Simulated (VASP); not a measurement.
# LiTlS2 (P-4m2) in VASP: notebook, part 2 of 2

VASP 6.6.1. Earlier steps stand in the parts before.

## 3. Single point, r2SCAN

Input file POSCAR:

```
LiTlS2
1.0
    4.0667718535      0.0000000000      0.0000000000
    0.0000000000      4.0667718535      0.0000000000
    0.0000000000      0.0000000000      5.7187778076
Li S Tl
1 2 1
Direct
    0.0000000000      0.0000000000      0.0000000000
    0.0000000000      0.5000000000      0.2309016898
    0.5000000000      0.0000000000      0.7690983102
    0.5000000000      0.5000000000      0.5000000000
```

Input file INCAR.step1:

```
SYSTEM = LiTlS2
ALGO = Normal
EDIFF = 1E-4
ENCUT = 520
GGA = PE
ISMEAR = 0
LASPH = .True.
LCHARG = .False.
LREAL = .False.
LWAVE = .True.
NBANDS = 22
NELM = 80
PREC = Accurate
SIGMA = 0.01
```

Input file INCAR.step2:

```
SYSTEM = LiTlS2
ALGO = Normal
EDIFF = 1E-6
ENCUT = 520
ISIF = 2
ISMEAR = 0
ISTART = 1
LASPH = .True.
LCHARG = .False.
LMIXTAU = .True.
LREAL = .False.
LWAVE = .False.
METAGGA = R2SCAN
NBANDS = 22
NELM = 80
PREC = Accurate
SIGMA = 0.01
```

Input file KPOINTS:

```
k-points
0
Gamma
  4 4 2
  0 0 0
```

Potentials or basis: VASP PAW PBE potentials, release 64 (Li_sv, S, Tl_d).

On the command line:

```console
$ cat potpaw_PBE.64/Li_sv/POTCAR potpaw_PBE.64/S/POTCAR potpaw_PBE.64/Tl_d/POTCAR > POTCAR
$ cp INCAR.step1 INCAR
$ mpirun -np 1 vasp_std > vasp.out
$ cp INCAR.step2 INCAR
$ mpirun -np 1 vasp_std > vasp.out
```

OUTCAR:

```text
SYSTEM = LiTlS2
   EDIFF = 1E-6
   ENCUT = 520
   ISIF = 2
   ISMEAR = 0
   ISTART = 1
   LASPH = .True.
   LREAL = .False.
   METAGGA = R2SCAN
   NELM = 80
   PREC = Accurate

 ion  position               nearest neighbor table
   1  0.000  0.000  0.000-   2 2.42   3 2.42   2 2.42   3 2.42
   2  0.000  0.500  0.231-   1 2.42   1 2.42   4 2.55   4 2.55
   3  0.500  0.000  0.769-   1 2.42   1 2.42   4 2.55   4 2.55
   4  0.500  0.500  0.500-   2 2.55   3 2.55   3 2.55   2 2.55

  LATTYP: Found a simple tetragonal cell.
 ALAT       =     4.0667718535
 C/A-ratio  =     1.4062204652

  Lattice vectors:

 A1 = (   4.0667718535,   0.0000000000,   0.0000000000)
 A2 = (   0.0000000000,   4.0667718535,   0.0000000000)
 A3 = (   0.0000000000,   0.0000000000,   5.7187778076)

Analysis of symmetry for initial positions (statically):
=====================================================================
 Subroutine PRICEL returns:
 Original cell was already a primitive cell.

 Routine SETGRP: Setting up the symmetry group for a
 simple tetragonal supercell.

 Subroutine GETGRP returns: Found  8 space group operations
 (whereof  8 operations were pure point group operations)
 out of a pool of 16 trial point group operations.

The static configuration has the point symmetry D_2d.

Analysis of symmetry for dynamics (positions and initial velocities):
=====================================================================
 Subroutine PRICEL returns:
 Original cell was already a primitive cell.

 Routine SETGRP: Setting up the symmetry group for a
 simple tetragonal supercell.

 Subroutine GETGRP returns: Found  8 space group operations
 (whereof  8 operations were pure point group operations)
 out of a pool of 16 trial point group operations.

The dynamic configuration has the point symmetry D_2d.

 Subroutine INISYM returns: Found  8 space group operations
 (whereof  8 operations are pure point group operations),
 and found     1 'primitive' translations

----------------------------------------------------------------------------------------

                                     Primitive cell

  volume of cell :      94.5808

  direct lattice vectors                    reciprocal lattice vectors
     4.066771853  0.000000000  0.000000000     0.245895279  0.000000000  0.000000000
     0.000000000  4.066771853  0.000000000     0.000000000  0.245895279  0.000000000
     0.000000000  0.000000000  5.718777808     0.000000000  0.000000000  0.174862538

  length of vectors
     4.066771853  4.066771853  5.718777808     0.245895279  0.245895279  0.174862538

  position of ions in fractional coordinates (direct lattice)
     0.000000000  0.000000000  0.000000000
     0.000000000  0.500000000  0.230901690
     0.500000000  0.000000000  0.769098310
     0.500000000  0.500000000  0.500000000

  ion indices of the primitive-cell ions
   primitive index   ion index
                 1           1
                 2           2
                 3           3
                 4           4

[... 22 lines left out ...]
 ===========================================

 Found     12 irreducible k-points:

 Following reciprocal coordinates:
            Coordinates               Weight
  0.000000  0.000000  0.000000      1.000000
  0.250000  0.000000  0.000000      4.000000
  0.500000  0.000000  0.000000      2.000000
  0.250000  0.250000  0.000000      4.000000
  0.500000  0.250000  0.000000      4.000000
  0.500000  0.500000  0.000000      1.000000
  0.000000  0.000000  0.500000      1.000000
  0.250000  0.000000  0.500000      4.000000
  0.500000  0.000000  0.500000      2.000000
  0.250000  0.250000  0.500000      4.000000
  0.500000  0.250000  0.500000      4.000000
  0.500000  0.500000  0.500000      1.000000
   k-points           NKPTS =     12   k-points in BZ     NKDIM =     12   number of bands    NBANDS=     22
   number of dos      NEDOS =    301   number of ions     NIONS =      4
   total plane-waves  NPLWV =  43200
   dimension x,y,z NGX =    30 NGY =   30 NGZ =   48
   dimension x,y,z NGXF=    60 NGYF=   60 NGZF=   96
   ions per type =               1   2   1
   NGX,Y,Z   is equivalent  to a cutoff of  12.26, 12.26, 13.95 a.u.
   NGXF,Y,Z  is equivalent  to a cutoff of  24.53, 24.53, 27.91 a.u.
 SYSTEM =  LiTlS2
   PREC   = accura    normal or accurate (medium, high low for compatibility)
   ISTART =      1    job   : 0-new  1-cont  2-samecut
   ICHARG =      0    charge: 1-file 2-atom 10-const
   ISPIN  =      1    spin polarized calculation?
   LNONCOLLINEAR =      F non collinear calculations
   LSORBIT =      F    spin-orbit coupling
   LASPH  =      T    aspherical Exc in radial PAW
   ENCUT  =  520.0 eV  38.22 Ry    6.18 a.u.   7.56  7.56 10.63*2*pi/ulx,y,z
   NELM   =     80;   NELMIN=  2; NELMDL=  0     # of ELM steps
   EDIFF  = 0.1E-05   stopping-criterion for ELM
   LREAL  =      F    real-space projection
   EDIFFG = 0.1E-04   stopping-criterion for IOM
   NSW    =      0    number of steps for IOM
   IBRION =     -1    ionic relax: 0-MD 1-quasi-New 2-CG
   NFREE  =      0    steps in history (QN), initial steepest desc. (CG)
   ISIF   =      2    stress and relaxation
   ISYM   =      2    0-nonsym 1-usesym 2-fastsym
   POTIM  = 0.5000    time-step for ionic-motion
   TEBEG  =    0.0;   TEEND  =   0.0 temperature during run
   PSTRESS=    0.0 pullay stress
   NELECT =      28.0000    total number of electrons
   NUPDOWN=      -1.0000    fix difference up-down
   EMIN   =  10.00;   EMAX   =-10.00  energy-range for DOS
   EFERMI =   0.00;   METHOD = LEGACY
   ISMEAR =     0;   SIGMA  =   0.01  broadening in eV -4-tet -1-fermi 0-gaus
   EFERMI_NEDOS =   21; number of points for ismear=-14 and -15
   IALGO  =     38    algorithm
   IMIX   =      4    mixing-type and parameters
     AMIX     =   0.40;   BMIX     =  1.00
     AMIX_MAG =   1.60;   BMIX_MAG =  1.00
  volume/ion in A,a.u.               =      23.65       159.57
  Fermi-wavevector in a.u.,A,eV,Ry     =   1.091088  2.061858 16.197377  1.190474
  Thomas-Fermi vector in A             =   2.227326
   LORBIT       =      0    0 simple, 1 ext, 2 COOP (PROOUT), +10 PAW based schemes
   METAGGA = R2SCAN    functional components
   LHFCALC =     F    Hartree Fock is set to
   AEXX    =    0.0000 exact exchange contribution
   IVDW    =     0    specifies the selected vdW correction
   LEPSILON=     F    determine dielectric tensor
   LRPA    =     F    only Hartree local field effects (RPA)
 non-spin polarized calculation
 Gauss-broadening in eV      SIGMA  =   0.01
  energy-cutoff  :      520.00
  volume of cell :       94.58
 maximum number of plane-waves:      2566
   NGX = 15   NGY = 15   NGZ = 21

 number of electron      27.9999990 magnetization

 Free energy of the ion-electron system (eV)
  ---------------------------------------------------
  ext. energy  EPLUGINS =         0.00000000
  ---------------------------------------------------
  free energy    TOTEN  =       -74.61463792 eV

  energy without entropy =      -74.61463792  energy(sigma->0) =      -74.61463792

 E-fermi :   2.1171     XC(G=0):  -9.1424

 val. band max:        1.9869529906   @ k =   0.0000   0.0000   0.0000
 cond. band min:       3.2011589028   @ k =   0.0000   0.0000   0.0000
 fundamental gap:      1.2142059122
 Fermi energy:         2.1170584639

 k-point     1 :       0.0000    0.0000    0.0000
  band No.  band energies     occupation
      1     -43.4107      2.00000
      2     -10.7120      2.00000
      3     -10.4112      2.00000
      4      -8.9611      2.00000
      5      -8.9611      2.00000
      6      -8.8029      2.00000
[... 289 lines left out ...]
     21      10.7397      0.00000
     22      12.5699      0.00000

------------------------ aborting loop because EDIFF is reached ----------------------------------------

  FORCE on cell =-STRESS in cart. coord.  units (eV):
  Direction    XX          YY          ZZ          XY          YZ          ZX
  --------------------------------------------------------------------------------------
  -------------------------------------------------------------------------------------
  Total       -0.0066139     -0.0066139     -0.0952372      0.0000000     -0.0000000      0.0000000
  in kB       -0.1120375     -0.1120375     -1.6132976      0.0000000     -0.0000000      0.0000000
  external PRESSURE =      -0.6124576 kB  Pullay stress =       0.0000000 kB

 VOLUME and BASIS-vectors are now :
 -----------------------------------------------------------------------------
  energy-cutoff  :      520.00
  volume of cell :       94.58
      direct lattice vectors                 reciprocal lattice vectors
     4.066771853  0.000000000  0.000000000     0.245895279  0.000000000  0.000000000
     0.000000000  4.066771853  0.000000000     0.000000000  0.245895279  0.000000000
     0.000000000  0.000000000  5.718777808     0.000000000  0.000000000  0.174862538

 POSITION                                       TOTAL-FORCE (eV/Angst)
 -----------------------------------------------------------------------------------
      0.00000      0.00000      0.00000        -0.000000     -0.000000      0.000000
      0.00000      2.03339      1.32048         0.000000     -0.000000     -0.006206
      2.03339      0.00000      4.39830        -0.000000     -0.000000      0.006206
      2.03339      2.03339      2.85939        -0.000000      0.000000      0.000000
 -----------------------------------------------------------------------------------
    total drift:                                0.000000      0.000000      0.000000

  FREE ENERGIE OF THE ION-ELECTRON SYSTEM (eV)
  ---------------------------------------------------
  free  energy   TOTEN  =       -74.6146379188 eV

  energy  without entropy=      -74.6146379188  energy(sigma->0) =      -74.61463792
```

Wall time 99 s (1 thread of Intel Xeon Platinum 8259CL at 2.50GHz (Skylake/Cascade Lake), shared host); peak memory 0.21 GiB.

What came out:

| Property | Result |
| --- | --- |
| Free energy | -74.6146 eV |
| Largest force | 0.006 eV/Å |
| Band gap on the k mesh | 1.21 eV, direct |

Forces in eV/Å, atoms in the order of the input:
```
Li   0.000  0.000  0.000
S    0.000  0.000 -0.006
S    0.000  0.000  0.006
Tl   0.000  0.000  0.000
```

Caveat: the k points lie up to 0.55 Å⁻¹ apart; the cutoff is under 1.25 times the usual one of these potentials, so pressure, stress and relaxed cells hold a basis-set (Pulay) error; the PAW data sets were made with another functional, which shifts forces and pressure a little; spin-orbit coupling is left out, which moves the levels of the heavy elements.

## 4. Single point, PBE

Input file INCAR:

```
SYSTEM = LiTlS2
PREC     = Accurate       ! precision mode
ENCUT    = 520            ! plane-wave cutoff, eV
EDIFF    = 1E-6           ! SCF threshold, eV
ISMEAR   = 0              ! smearing method
SIGMA    = 0.01           ! smearing width, eV
LREAL    = .False.        ! projectors in reciprocal space
LASPH    = .True.         ! aspherical terms in the spheres
NELM     = 80             ! most SCF steps
ALGO     = Normal         ! electronic algorithm
ISIF     = 2              ! what is computed and relaxed
LWAVE    = .False.        ! write WAVECAR
LCHARG   = .True.         ! write CHGCAR
GGA      = PE             ! functional
LELF     = .True.         ! ELF
LVHAR    = .True.       
NBANDS   = 22             ! bands
```

Input file KPOINTS:

```
regular mesh
0
Gamma
  6 6 4
  0 0 0
```

POSCAR is that of step 3.

On the command line:

```console
$ cat potpaw_PBE.64/Li_sv/POTCAR potpaw_PBE.64/S/POTCAR potpaw_PBE.64/Tl_d/POTCAR > POTCAR
$ mpirun -np 1 vasp_std > vasp.out
```

Wall time 56 s (1 thread of Intel Xeon Platinum 8259CL at 2.50GHz (Skylake/Cascade Lake), shared host); peak memory 0.22 GiB.

The run converged. Its results:

| Property | Result |
| --- | --- |
| Free energy | -14.8769 eV |
| Largest force | 0.163 eV/Å |
| Band gap on the k mesh | 0.93 eV, direct |

Forces in eV/Å, atoms in the order of the input:
```
Li   0.000  0.000  0.000
S    0.000  0.000 -0.163
S    0.000  0.000  0.163
Tl   0.000  0.000  0.000
```

Levels at points of the mesh, in eV from the valence-band top:
```tsv
k point	band 12	band 13	band 14	band 15	band 16	band 17
(0.00, 0.00, 0.00)	-0.20	0.00	0.00	0.93	3.73	5.89
(0.50, 0.00, 0.00)	-1.58	-0.94	-0.45	2.63	5.93	5.94
(0.50, 0.50, 0.00)	-1.70	-1.70	-1.11	2.18	3.74	3.74
(0.00, 0.00, 0.50)	-1.20	-0.65	-0.65	2.44	3.96	5.54
(0.50, 0.00, 0.50)	-0.80	-0.55	-0.45	1.35	5.49	6.33
(0.50, 0.50, 0.50)	-2.03	-1.62	-1.45	3.50	5.58	5.58
```

Caveat: the cutoff is under 1.25 times the usual one of these potentials, so pressure, stress and relaxed cells hold a basis-set (Pulay) error; spin-orbit coupling is left out, which moves the levels of the heavy elements.

## 5. Single point, HSE06

POSCAR is that of step 4.

Input file INCAR.step1:

```
PREC = Accurate
ENCUT = 520
EDIFF = 1E-5
ISMEAR = 0
SIGMA = 0.01
LREAL = F
LASPH = T
NELM = 100
ALGO = Normal
ISIF = 2
LWAVE = T
LCHARG = F
GGA = PE
NBANDS = 22
```

Input file INCAR.step2:

```
PREC = Accurate
ENCUT = 520
EDIFF = 1E-7
ISMEAR = 0
SIGMA = 0.01
LREAL = F
LASPH = T
NELM = 100
ALGO = Normal
ISIF = 2
LWAVE = F
LCHARG = F
GGA = PE
LHFCALC = T
HFSCREEN = 0.2079
PRECFOCK = Normal
ISTART = 1
NBANDS = 22
```

Input file KPOINTS:

```
Automatic mesh
0
Gamma
  4 4 2
```

On the command line:

```console
$ cat potpaw_PBE.64/Li_sv/POTCAR potpaw_PBE.64/S/POTCAR potpaw_PBE.64/Tl_d/POTCAR > POTCAR
$ cp INCAR.step1 INCAR
$ mpirun -np 1 vasp_std > vasp.out
$ cp INCAR.step2 INCAR
$ mpirun -np 1 vasp_std > vasp.out
```

It took 16 min on 1 thread of Intel Xeon Platinum 8259CL at 2.50GHz (Skylake/Cascade Lake), shared host; peak memory 0.34 GiB.

The run converged. Its results:

```
Free energy            : -17.7166 eV
Largest force          : 0.169 eV/Å
Band gap on the k mesh : 1.80 eV, direct
```

Forces in eV/Å, atoms in the order of the input:
```
Li   0.000  0.000  0.000
S    0.000  0.000  0.169
S    0.000  0.000 -0.169
Tl   0.000  0.000  0.000
```

Levels at points of the mesh, in eV from the valence-band top:
| k point | band 10 | band 11 | band 12 | band 13 | band 14 | band 15 | band 16 | band 17 | band 18 | band 19 |
| --- | --- | --- | --- | --- | --- | --- | --- | --- | --- | --- |
| (0.00, 0.00, 0.00) | -1.80 | -1.80 | -0.15 | 0.00 | 0.00 | 1.80 | 4.64 | 6.89 | 7.61 | 7.61 |
| (0.50, 0.00, 0.00) | -2.39 | -2.07 | -1.72 | -0.90 | -0.59 | 3.67 | 6.99 | 7.02 | 7.96 | 8.36 |
| (0.50, 0.50, 0.00) | -2.20 | -2.17 | -1.79 | -1.79 | -1.29 | 3.15 | 4.64 | 4.64 | 8.17 | 10.85 |
| (0.00, 0.00, 0.50) | -1.31 | -1.26 | -1.26 | -0.72 | -0.72 | 3.42 | 4.89 | 6.55 | 8.51 | 8.65 |
| (0.50, 0.00, 0.50) | -3.30 | -0.83 | -0.79 | -0.60 | -0.58 | 2.27 | 6.53 | 7.44 | 7.88 | 8.50 |
| (0.50, 0.50, 0.50) | -2.95 | -2.13 | -2.13 | -1.87 | -1.67 | 4.65 | 6.61 | 6.61 | 8.90 | 8.90 |

Caveat: the k points lie up to 0.55 Å⁻¹ apart; the cutoff is under 1.25 times the usual one of these potentials, so pressure, stress and relaxed cells hold a basis-set (Pulay) error; the PAW data sets were made with another functional, which shifts forces and pressure a little; spin-orbit coupling is left out, which moves the levels of the heavy elements.

## 6. The runs side by side

```csv
level,potentials or basis,k mesh,grid for exact exchange (PRECFOCK),screening parameter,gap on the mesh (eV),largest force (eV/Å)
LDA,"VASP PAW LDA potentials, release 64 (Li_sv, S, Tl_d)",4 × 4 × 2,-,-,0.76,0.05
r2SCAN,"VASP PAW PBE potentials, release 64 (Li_sv, S, Tl_d)",4 × 4 × 2,-,-,1.21,0.01
PBE,"VASP PAW PBE potentials, release 64 (Li_sv, S, Tl_d)",6 × 6 × 4,-,-,0.93,0.16
HSE06,"VASP PAW PBE potentials, release 64 (Li_sv, S, Tl_d)",4 × 4 × 2,Normal,0.2079 1/Å,1.80,0.17
```

Alike in all rows: task single point; no spin polarisation; cell as given; cutoff (eV) 520; smearing gaussian 0.01 eV.

Caveats: some runs use coarse meshes; the cutoff is under 1.25 times the usual one of these potentials, so pressure, stress and relaxed cells hold a basis-set (Pulay) error; spin-orbit coupling is left out, which moves the levels of the heavy elements; the PAW data sets were made with another functional, which shifts forces and pressure a little (some runs).

Absolute energies hang on the potentials; compare differences alone.
